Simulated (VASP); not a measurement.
# Ag (P6_3/mmc) in VASP: single point with PBE

Aim: the single point of Ag with PBE.

Everything below comes from runs of VASP 6.6.1. Logs are shortened: lines on timing, memory, paths and dates and some standing lists are left out, and cuts for length are marked.

## 1. The cell of the first run

Symmetry: P6_3/mmc, No. 194, hexagonal system. Conventional cell: a = 3.027 Å, b = 3.027 Å, c = 4.823 Å, α = 90.00°, β = 90.00°, γ = 120.00°. Ag (site symmetry -6m2) has 12 Ag at 2.98 to 3.03 Å within 3.9 Å.

This isn't the form of Ag at room conditions, which is fcc.

## 2. Single point, PBE

The input, POSCAR:

```
Ag
1.0
    3.0268460000      0.0000000000      0.0000000000
   -1.5134230000      2.6213300000      0.0000000000
    0.0000000000      0.0000000000      4.8228800000
Ag
2
Direct
    0.3333300000      0.6666700000      0.2500000000
    0.6666600000      0.3333300000      0.7500000000
```

The input, INCAR.step1:

```
  PREC = Accurate
  ENCUT = 520
  EDIFF = 1E-6
  ISMEAR = 1
  SIGMA = 0.1053
  LREAL = F
  LASPH = T
  NELM = 80
  ALGO = Normal
  ISIF = 2
  LWAVE = F
  LCHARG = T
  LMAXMIX = 4
  GGA = PE
  NBANDS = 18
```

The input, KPOINTS.step1:

```
regular mesh
0
Gamma
  13 13 7
```

The input, INCAR.step2:

```
  PREC = Accurate
  ENCUT = 520
  EDIFF = 1E-6
  ISMEAR = -5
  SIGMA = 0.1053
  LREAL = F
  LASPH = T
  NELM = 80
  ALGO = Normal
  ISIF = 2
  LWAVE = F
  LCHARG = F
  LMAXMIX = 4
  GGA = PE
  LORBIT = 11
  NEDOS = 1001
  ICHARG = 11
```

The input, KPOINTS.step2:

```
regular mesh
0
Gamma
  20 20 11
```

Potentials or basis: VASP PAW PBE potentials, release 64 (Ag).

The run is started by

```
$ cat potpaw_PBE.64/Ag/POTCAR > POTCAR
$ cp INCAR.step1 INCAR
$ cp KPOINTS.step1 KPOINTS
$ mpirun -np 1 vasp_std > vasp.out
$ cp INCAR.step2 INCAR
$ cp KPOINTS.step2 KPOINTS
$ mpirun -np 1 vasp_std > vasp.out
```

OUTCAR:

```text
PREC = Accurate
   ENCUT = 520
   EDIFF = 1E-6
   ISMEAR = -5
   LREAL = F
   LASPH = T
   NELM = 80
   ISIF = 2
   GGA = PE
   LORBIT = 11
   ICHARG = 11

 ion  position               nearest neighbor table
   1  0.333  0.667  0.250-   2 2.98   2 2.98   2 2.98   2 2.98   2 2.98   2 2.98
   2  0.667  0.333  0.750-   1 2.98   1 2.98   1 2.98   1 2.98   1 2.98   1 2.98

  LATTYP: Found a hexagonal cell.
 ALAT       =     3.0268460000
 C/A-ratio  =     1.5933681462

  Lattice vectors:

 A1 = (   3.0268460000,   0.0000000000,   0.0000000000)
 A2 = (  -1.5134230000,   2.6213300000,   0.0000000000)
 A3 = (   0.0000000000,   0.0000000000,   4.8228800000)

Analysis of symmetry for initial positions (statically):
=====================================================================
 Subroutine PRICEL returns:
 Original cell was already a primitive cell.

 Routine SETGRP: Setting up the symmetry group for a
 hexagonal supercell.

 Subroutine GETGRP returns: Found  8 space group operations
 (whereof  2 operations were pure point group operations)
 out of a pool of 24 trial point group operations.

The static configuration has the point symmetry C_2 .
 The point group associated with its full space group is D_2h.

Analysis of symmetry for dynamics (positions and initial velocities):
=====================================================================
 Subroutine PRICEL returns:
 Original cell was already a primitive cell.

 Routine SETGRP: Setting up the symmetry group for a
 hexagonal supercell.

 Subroutine GETGRP returns: Found  8 space group operations
 (whereof  2 operations were pure point group operations)
 out of a pool of 24 trial point group operations.

The dynamic configuration has the point symmetry C_2 .
 The point group associated with its full space group is D_2h.

 Subroutine INISYM returns: Found  8 space group operations
 (whereof  2 operations are pure point group operations),
 and found     1 'primitive' translations

----------------------------------------------------------------------------------------

                                     Primitive cell

  volume of cell :      38.2665

  direct lattice vectors                    reciprocal lattice vectors
     3.026846000  0.000000000  0.000000000     0.330376901  0.190742867  0.000000000
[... 103 lines left out ...]
   ISMEAR =    -5;   SIGMA  =   0.11  broadening in eV -4-tet -1-fermi 0-gaus
   EFERMI_NEDOS =   21; number of points for ismear=-14 and -15
   IALGO  =     38    algorithm
   IMIX   =      4    mixing-type and parameters
     AMIX     =   0.40;   BMIX     =  1.00
     AMIX_MAG =   1.60;   BMIX_MAG =  1.00
  volume/ion in A,a.u.               =      19.13       129.12
  Fermi-wavevector in a.u.,A,eV,Ry     =   1.361266  2.572419 25.212198  1.853044
  Thomas-Fermi vector in A             =   2.487857
   LORBIT       =     11    0 simple, 1 ext, 2 COOP (PROOUT), +10 PAW based schemes
   GGA     = PE    functional components
   LHFCALC =     F    Hartree Fock is set to
   AEXX    =    0.0000 exact exchange contribution
   IVDW    =     0    specifies the selected vdW correction
   LEPSILON=     F    determine dielectric tensor
   LRPA    =     F    only Hartree local field effects (RPA)
 non-spin polarized calculation
 Fermi weights with tetrahedron method with Bloechl corrections
  energy-cutoff  :      520.00
  volume of cell :       38.27
 maximum number of plane-waves:      1085

 number of electron      21.9999989 magnetization

 Free energy of the ion-electron system (eV)
  ---------------------------------------------------
  ext. energy  EPLUGINS =         0.00000000
  ---------------------------------------------------
  free energy    TOTEN  =        -5.38051009 eV

  energy without entropy =       -5.38051009  energy(sigma->0) =       -5.38051009

 E-fermi :   6.9685     XC(G=0): -11.5342

 val. band max:        7.0265432281   @ k =   0.0000   0.5000   0.0909
 cond. band min:       6.9728429968   @ k =  -0.3000   0.1500   0.2727
 fundamental gap:     -0.0537002312
 Fermi energy:         6.9684644307

 k-point     1 :       0.0000    0.0000    0.0000
  band No.  band energies     occupation
      1      -0.0323      2.00000
      2       1.2141      2.00000
      3       2.5799      2.00000
      4       2.5799      2.00000
      5       2.5871      2.00000
      6       2.7894      2.00000
      7       2.7894      2.00000
      8       2.9865      2.00000
      9       2.9866      2.00000
     10       3.8916      2.00000
     11       3.8916      2.00000
     12       7.0047      1.04768
     13      10.2428      0.00000
     14      22.0384      0.00000
[... 401 lines left out ...]
      2       1.4191      2.00000
      3       2.3385      2.00000
      4       2.7227      2.00000
      5       2.7874      2.00000
      6       2.8071      2.00000
      7       2.8281      2.00000
      8       2.8553      2.00000
      9       2.9867      2.00000
     10       3.4495      2.00000
     11       3.9384      2.00000
     12       8.0012      0.00000
     13      10.3728      0.00000
     14      19.6393      0.00000
     15      20.5426      0.00000

 [... further k-points ...]

------------------------ aborting loop because EDIFF is reached ----------------------------------------

  FORCE on cell =-STRESS in cart. coord.  units (eV):
  Direction    XX          YY          ZZ          XY          YZ          ZX
  --------------------------------------------------------------------------------------
  -------------------------------------------------------------------------------------
  Total       -1.2918626     -1.2918995     -0.7529411      0.0000000      0.0000000      0.0000000
  in kB      -54.0889347    -54.0904818    -31.5248575      0.0000000      0.0000000      0.0000000
  external PRESSURE =     -46.5680913 kB  Pullay stress =       0.0000000 kB

 VOLUME and BASIS-vectors are now :
 -----------------------------------------------------------------------------
  energy-cutoff  :      520.00
  volume of cell :       38.27
      direct lattice vectors                 reciprocal lattice vectors
     3.026846000  0.000000000  0.000000000     0.330376901  0.190742867  0.000000000
    -1.513423000  2.621330000  0.000000000     0.000000000  0.381485734  0.000000000
     0.000000000  0.000000000  4.822880000     0.000000000  0.000000000  0.207344989

 POSITION                                       TOTAL-FORCE (eV/Angst)
 -----------------------------------------------------------------------------------
     -0.00002      1.74756      1.20572        -0.000000     -0.000019     -0.000000
      1.51341      0.87377      3.61716         0.000000      0.000019      0.000000
 -----------------------------------------------------------------------------------
    total drift:                                0.000000      0.000000      0.000000

  FREE ENERGIE OF THE ION-ELECTRON SYSTEM (eV)
  ---------------------------------------------------
  free  energy   TOTEN  =        -5.3805100886 eV

  energy  without entropy=       -5.3805100886  energy(sigma->0) =       -5.38051009

 total charge

# of ion       s       p       d       tot
------------------------------------------
    1        0.389   0.232   9.162   9.783
    2        0.389   0.232   9.162   9.783
--------------------------------------------------
tot          0.778   0.464  18.324  19.565
```

OSZICAR.step1:

```text
N       E                     dE             d eps       ncg     rms          rms(c)
DAV:   1     0.123671306656E+03    0.12367E+03   -0.11609E+04  7064   0.119E+03
DAV:   2    -0.376603031321E+01   -0.12744E+03   -0.12085E+03  7296   0.261E+02
DAV:   3    -0.580355680384E+01   -0.20375E+01   -0.20305E+01  8140   0.371E+01
DAV:   4    -0.580990075625E+01   -0.63440E-02   -0.63434E-02  7832   0.206E+00
DAV:   5    -0.580995612935E+01   -0.55373E-04   -0.55373E-04  7826   0.206E-01    0.550E+00
DAV:   6    -0.538994409875E+01    0.42001E+00   -0.11455E+00  7380   0.111E+01    0.379E+00
DAV:   7    -0.538163498756E+01    0.83091E-02   -0.10970E-02  7620   0.905E-01    0.225E+00
DAV:   8    -0.537781606690E+01    0.38189E-02   -0.11174E-03  7500   0.300E-01    0.778E-02
DAV:   9    -0.537783726192E+01   -0.21195E-04   -0.20291E-05  7996   0.321E-02    0.344E-02
DAV:  10    -0.537784939311E+01   -0.12131E-04   -0.79971E-06  7792   0.259E-02    0.267E-03
DAV:  11    -0.537784955923E+01   -0.16612E-06   -0.11380E-07  4164   0.307E-03
   1 F= -.53778496E+01 E0= -.53776911E+01  d E =-.475493E-03
```

Run time: 5.6 min. Hardware: 1 thread of Intel Xeon 8259CL, shared host; peak memory 0.45 GiB.

Results:

```yaml
Valence_electrons_inside_the_program's_atomic_spheres: Ag 9.78
```

Caveat: tetrahedron occupations give inexact forces and stress in metals.
